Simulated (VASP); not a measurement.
# TaN (P6_3mc) in VASP: single point with PBE

Aim: the single point of TaN with PBE.

Program: VASP 6.6.1. These are calculated values, not measurements. Logs are shortened: lines on timing, memory, paths and dates and some standing lists are left out, and cuts for length are marked.

## Step 1: The cell of the first run

It takes space group P6_3mc (No. 186, hexagonal). Conventional cell: a = 3.150 Å, b = 3.150 Å, c = 6.105 Å, α = 90.00°, β = 90.00°, γ = 120.00°. Ta (site symmetry 3m) has 4 N at 1.98 to 2.11 Å within 2.6 Å. Within 2.6 Å of N (site symmetry 3m) lie 4 Ta at 1.98 to 2.11 Å.

## Step 2: Single point, PBE

Input file INCAR:

```
  PREC = Accurate
  ENCUT = 700
  EDIFF = 1E-6
  ISMEAR = 0
  SIGMA = 0.1
  LREAL = F
  LASPH = T
  NELM = 120
  ALGO = Normal
  ISIF = 2
  LWAVE = F
  LCHARG = T
  GGA = PE
  LELF = T
  LVHAR = T
  NBANDS = 26
  GGA_COMPAT = F
```

Input file KPOINTS:

```
Automatic mesh
0
Gamma
  6 6 4
```

Input file POSCAR:

```
TaN
1.0
    3.1503603414      0.0000000000      0.0000000000
   -1.5751801707      2.7282920867      0.0000000000
    0.0000000000      0.0000000000      6.1046842238
Ta N
2 2
Direct
    0.3333333333      0.6666666667      0.0256944779
    0.6666666667      0.3333333333      0.5256944779
    0.3333333333      0.6666666667      0.3493055221
    0.6666666667      0.3333333333      0.8493055221
```

Potentials or basis: VASP PAW PBE potentials, release 64 (Ta_sv_GW, N).

Run with:

```
cat potpaw_PBE.64/Ta_sv_GW/POTCAR potpaw_PBE.64/N/POTCAR > POTCAR
mpirun -np 1 vasp_std > vasp.out
```

OUTCAR:

```text
PREC = Accurate
   ENCUT = 700
   EDIFF = 1E-6
   ISMEAR = 0
   LREAL = F
   LASPH = T
   NELM = 120
   ISIF = 2
   GGA = PE

 ion  position               nearest neighbor table
   1  0.333  0.667  0.026-   3 1.98   4 2.11   4 2.11   4 2.11
   2  0.667  0.333  0.526-   4 1.98   3 2.11   3 2.11   3 2.11
   3  0.333  0.667  0.349-   1 1.98   2 2.11   2 2.11   2 2.11
   4  0.667  0.333  0.849-   2 1.98   1 2.11   1 2.11   1 2.11

  LATTYP: Found a hexagonal cell.
 ALAT       =     3.1503603414
 C/A-ratio  =     1.9377733219

  Lattice vectors:

 A1 = (   3.1503603414,   0.0000000000,   0.0000000000)
 A2 = (  -1.5751801707,   2.7282920867,   0.0000000000)
 A3 = (   0.0000000000,   0.0000000000,   6.1046842238)

Analysis of symmetry for initial positions (statically):
=====================================================================
 Subroutine PRICEL returns:
 Original cell was already a primitive cell.

 Routine SETGRP: Setting up the symmetry group for a
 hexagonal supercell.

 Subroutine GETGRP returns: Found 12 space group operations
 (whereof  6 operations were pure point group operations)
 out of a pool of 24 trial point group operations.

The static configuration has the point symmetry C_3v.
 The point group associated with its full space group is C_6v.

Analysis of symmetry for dynamics (positions and initial velocities):
=====================================================================
 Subroutine PRICEL returns:
 Original cell was already a primitive cell.

 Routine SETGRP: Setting up the symmetry group for a
 hexagonal supercell.

 Subroutine GETGRP returns: Found 12 space group operations
 (whereof  6 operations were pure point group operations)
 out of a pool of 24 trial point group operations.

The dynamic configuration has the point symmetry C_3v.
 The point group associated with its full space group is C_6v.

 Subroutine INISYM returns: Found 12 space group operations
 (whereof  6 operations are pure point group operations),
 and found     1 'primitive' translations

----------------------------------------------------------------------------------------

                                     Primitive cell

  volume of cell :      52.4704

  direct lattice vectors                    reciprocal lattice vectors
     3.150360341  0.000000000  0.000000000     0.317424006  0.183264835  0.000000000
    -1.575180171  2.728292087  0.000000000     0.000000000  0.366529671  0.000000000
     0.000000000  0.000000000  6.104684224     0.000000000  0.000000000  0.163808637

  length of vectors
     3.150360341  3.150360341  6.104684224     0.366529671  0.366529671  0.163808637

  position of ions in fractional coordinates (direct lattice)
     0.333333333  0.666666667  0.025694478
     0.666666667  0.333333333  0.525694478
     0.333333333  0.666666667  0.349305522
     0.666666667  0.333333333  0.849305522

  ion indices of the primitive-cell ions
   primitive index   ion index
                 1           1
                 2           2
                 3           3
                 4           4

----------------------------------------------------------------------------------------

 KPOINTS: Automatic mesh

Automatic generation of k-mesh.
 Grid dimensions read from file:
 generate k-points for:    6    6    4

 Generating k-lattice:

  Cartesian coordinates                     Fractional coordinates (reciprocal lattice)
     0.052904001  0.030544139  0.000000000     0.166666667  0.000000000  0.000000000
     0.000000000  0.061088278  0.000000000     0.000000000  0.166666667  0.000000000
     0.000000000  0.000000000  0.040952159     0.000000000  0.000000000  0.250000000

  Length of vectors
     0.061088278  0.061088278  0.040952159

  Shift w.r.t. Gamma in fractional coordinates (k-lattice)
     0.000000000  0.000000000  0.000000000

 Subroutine IBZKPT returns following result:
 ===========================================

 Found     21 irreducible k-points:

 Following reciprocal coordinates:
            Coordinates               Weight
  0.000000  0.000000  0.000000      1.000000
  0.166667  0.000000  0.000000      6.000000
  0.333333  0.000000  0.000000      6.000000
  0.500000  0.000000  0.000000      3.000000
  0.166667  0.166667  0.000000      6.000000
  0.333333  0.166667  0.000000     12.000000
[... 13 lines left out ...]
  0.333333  0.166667  0.500000     12.000000
  0.333333  0.333333  0.500000      2.000000
   k-points           NKPTS =     21   k-points in BZ     NKDIM =     21   number of bands    NBANDS=     26
   number of dos      NEDOS =    301   number of ions     NIONS =      4
   total plane-waves  NPLWV =  42336
   dimension x,y,z NGX =    28 NGY =   28 NGZ =   54
   dimension x,y,z NGXF=    56 NGYF=   56 NGZF=  108
   ions per type =               2   2
   NGX,Y,Z   is equivalent  to a cutoff of  14.78, 14.78, 14.71 a.u.
   NGXF,Y,Z  is equivalent  to a cutoff of  29.55, 29.55, 29.41 a.u.
 SYSTEM =  unknown system
   PREC   = accura    normal or accurate (medium, high low for compatibility)
   ISTART =      0    job   : 0-new  1-cont  2-samecut
   ICHARG =      2    charge: 1-file 2-atom 10-const
   ISPIN  =      1    spin polarized calculation?
   LNONCOLLINEAR =      F non collinear calculations
   LSORBIT =      F    spin-orbit coupling
   LASPH  =      T    aspherical Exc in radial PAW
   ENCUT  =  700.0 eV  51.45 Ry    7.17 a.u.   6.80  6.80 13.17*2*pi/ulx,y,z
   NELM   =    120;   NELMIN=  2; NELMDL= -5     # of ELM steps
   EDIFF  = 0.1E-05   stopping-criterion for ELM
   LREAL  =      F    real-space projection
   EDIFFG = 0.1E-04   stopping-criterion for IOM
   NSW    =      0    number of steps for IOM
   IBRION =     -1    ionic relax: 0-MD 1-quasi-New 2-CG
   NFREE  =      0    steps in history (QN), initial steepest desc. (CG)
   ISIF   =      2    stress and relaxation
   ISYM   =      2    0-nonsym 1-usesym 2-fastsym
   POTIM  = 0.5000    time-step for ionic-motion
   TEBEG  =    0.0;   TEEND  =   0.0 temperature during run
   PSTRESS=    0.0 pullay stress
   NELECT =      36.0000    total number of electrons
   NUPDOWN=      -1.0000    fix difference up-down
   EMIN   =  10.00;   EMAX   =-10.00  energy-range for DOS
   EFERMI =   0.00;   METHOD = LEGACY
   ISMEAR =     0;   SIGMA  =   0.10  broadening in eV -4-tet -1-fermi 0-gaus
   EFERMI_NEDOS =   21; number of points for ismear=-14 and -15
   IALGO  =     38    algorithm
   IMIX   =      4    mixing-type and parameters
     AMIX     =   0.40;   BMIX     =  1.00
     AMIX_MAG =   1.60;   BMIX_MAG =  1.00
  volume/ion in A,a.u.               =      13.12        88.52
  Fermi-wavevector in a.u.,A,eV,Ry     =   1.443901  2.728578 28.366127  2.084852
  Thomas-Fermi vector in A             =   2.562257
   LORBIT       =      0    0 simple, 1 ext, 2 COOP (PROOUT), +10 PAW based schemes
   GGA     = PE    functional components
   LHFCALC =     F    Hartree Fock is set to
   AEXX    =    0.0000 exact exchange contribution
   IVDW    =     0    specifies the selected vdW correction
   LEPSILON=     F    determine dielectric tensor
   LRPA    =     F    only Hartree local field effects (RPA)
 non-spin polarized calculation
 Gauss-broadening in eV      SIGMA  =   0.10
  energy-cutoff  :      700.00
  volume of cell :       52.47
 maximum number of plane-waves:      2232
 NGX is ok and might be reduce to    28
   NGX = 13   NGY = 13   NGZ = 27

 number of electron      36.0000001 magnetization

 Free energy of the ion-electron system (eV)
  ---------------------------------------------------
  ext. energy  EPLUGINS =         0.00000000
  ---------------------------------------------------
  free energy    TOTEN  =       -48.43092173 eV

  energy without entropy =      -48.42885643  energy(sigma->0) =      -48.42988908

 E-fermi :   9.9482     XC(G=0): -12.3837

 val. band max:        9.7011151581   @ k =   0.0000   0.0000   0.2500
 cond. band min:       9.9593862539   @ k =   0.3333   0.3333   0.0000
 fundamental gap:      0.2582710958
 Fermi energy:         9.9481924639

 k-point     1 :       0.0000    0.0000    0.0000
  band No.  band energies     occupation
      1     -58.8913      2.00000
      2     -58.8816      2.00000
      3     -25.7002      2.00000
      4     -25.3720      2.00000
      5     -25.1266      2.00000
      6     -25.1266      2.00000
[... 18 lines left out ...]
     25      14.9826      0.00000
     26      16.3844      0.00000

 k-point     2 :       0.1667    0.0000    0.0000
  band No.  band energies     occupation
      1     -58.8832      2.00000
      2     -58.8746      2.00000
      3     -25.6612      2.00000
      4     -25.3697      2.00000
      5     -25.2604      2.00000
      6     -25.2374      2.00000
[... 18 lines left out ...]
     25      15.6248      0.00000
     26      16.5320      0.00000

 k-point     3 :       0.3333    0.0000    0.0000
  band No.  band energies     occupation
      1     -58.8666      2.00000
      2     -58.8611      2.00000
      3     -25.5923      2.00000
      4     -25.5125      2.00000
      5     -25.4915      2.00000
      6     -25.3738      2.00000
[... 18 lines left out ...]
     25      15.3066      0.00000
     26      16.4128      0.00000

 k-point     4 :       0.5000    0.0000    0.0000
  band No.  band energies     occupation
      1     -58.8579      2.00000
      2     -58.8547      2.00000
      3     -25.6677      2.00000
      4     -25.6317      2.00000
      5     -25.4908      2.00000
      6     -25.3914      2.00000
[... 18 lines left out ...]
     25      14.5153      0.00000
     26      15.7643      0.00000
[... 409 lines left out ...]
      1     -58.8676      2.00000
      2     -58.8676      2.00000
      3     -25.5235      2.00000
      4     -25.5235      2.00000
      5     -25.3840      2.00000
      6     -25.3840      2.00000
[... 18 lines left out ...]
     25      15.4575      0.00000
     26      15.4575      0.00000

 k-point    20 :       0.3333    0.1667    0.5000
  band No.  band energies     occupation
      1     -58.8563      2.00000
      2     -58.8563      2.00000
      3     -25.6107      2.00000
      4     -25.6107      2.00000
      5     -25.4186      2.00000
      6     -25.4186      2.00000
[... 18 lines left out ...]
     25      15.5768      0.00000
     26      15.5768      0.00000

 k-point    21 :       0.3333    0.3333    0.5000
  band No.  band energies     occupation
      1     -58.8525      2.00000
      2     -58.8525      2.00000
      3     -25.5641      2.00000
      4     -25.5641      2.00000
      5     -25.4491      2.00000
      6     -25.4491      2.00000
[... 18 lines left out ...]
     25      16.1195      0.00000
     26      16.1195      0.00000

------------------------ aborting loop because EDIFF is reached ----------------------------------------

  FORCE on cell =-STRESS in cart. coord.  units (eV):
  Direction    XX          YY          ZZ          XY          YZ          ZX
  --------------------------------------------------------------------------------------
  -------------------------------------------------------------------------------------
  Total       -0.0252878     -0.0252878      0.0898296      0.0000000     -0.0000000      0.0000000
  in kB       -0.7721611     -0.7721611      2.7429377      0.0000000     -0.0000000      0.0000000
  external PRESSURE =       0.3995385 kB  Pullay stress =       0.0000000 kB

 VOLUME and BASIS-vectors are now :
 -----------------------------------------------------------------------------
  energy-cutoff  :      700.00
  volume of cell :       52.47
      direct lattice vectors                 reciprocal lattice vectors
     3.150360341  0.000000000  0.000000000     0.317424006  0.183264835  0.000000000
    -1.575180171  2.728292087  0.000000000     0.000000000  0.366529671  0.000000000
     0.000000000  0.000000000  6.104684224     0.000000000  0.000000000  0.163808637

 POSITION                                       TOTAL-FORCE (eV/Angst)
 -----------------------------------------------------------------------------------
     -0.00000      1.81886      0.15686         0.000000     -0.000000     -0.026404
      1.57518      0.90943      3.20920        -0.000000      0.000000     -0.026404
     -0.00000      1.81886      2.13240         0.000000     -0.000000      0.026404
      1.57518      0.90943      5.18474         0.000000     -0.000000      0.026404
 -----------------------------------------------------------------------------------
    total drift:                               -0.000001      0.000000     -0.000946

  FREE ENERGIE OF THE ION-ELECTRON SYSTEM (eV)
  ---------------------------------------------------
  free  energy   TOTEN  =       -48.4309217259 eV

  energy  without entropy=      -48.4288564317  energy(sigma->0) =      -48.42988908
```

Run time: 30 s. Hardware: 1 thread of Intel Xeon 6975P-C (Granite Rapids), shared host; peak memory 0.22 GiB.

Results:

```
Free energy            : -48.4309 eV
Pressure               : 0.0 GPa
Largest force          : 0.026 eV/Å
Band gap on the k mesh : zero (bands 18 and 19 overlap by 0.11 eV)
```

Forces on the atoms (eV/Å):
```
Ta   0.000  0.000 -0.026
Ta   0.000  0.000 -0.026
N    0.000  0.000  0.026
N    0.000  0.000  0.026
```

Stress tensor (GPa, compression positive):
```
-0.08  0.00  0.00
 0.00 -0.08  0.00
 0.00  0.00  0.27
```

Levels at points of the mesh, in eV from the Fermi level:
```tsv
k point	band 15	band 16	band 17	band 18	band 19	band 20	band 21	band 22
(0.00, 0.00, 0.00)	-4.51	-4.51	-0.91	-0.76	0.10	0.10	2.14	2.14
(0.50, 0.00, 0.00)	-4.81	-3.71	-2.33	-0.55	1.13	2.10	2.59	3.34
(0.00, 0.00, 0.50)	-4.99	-4.99	0.12	0.12	0.92	0.92	0.92	0.92
(0.50, 0.00, 0.50)	-4.80	-4.80	-0.97	-0.97	1.43	1.43	3.24	3.24
```

Caveat: the k points lie up to 0.38 Å⁻¹ apart; spin-orbit coupling is left out, which moves the levels of the heavy elements.

The gap in the log of VASP goes by the Fermi energy; the results here count the filled bands.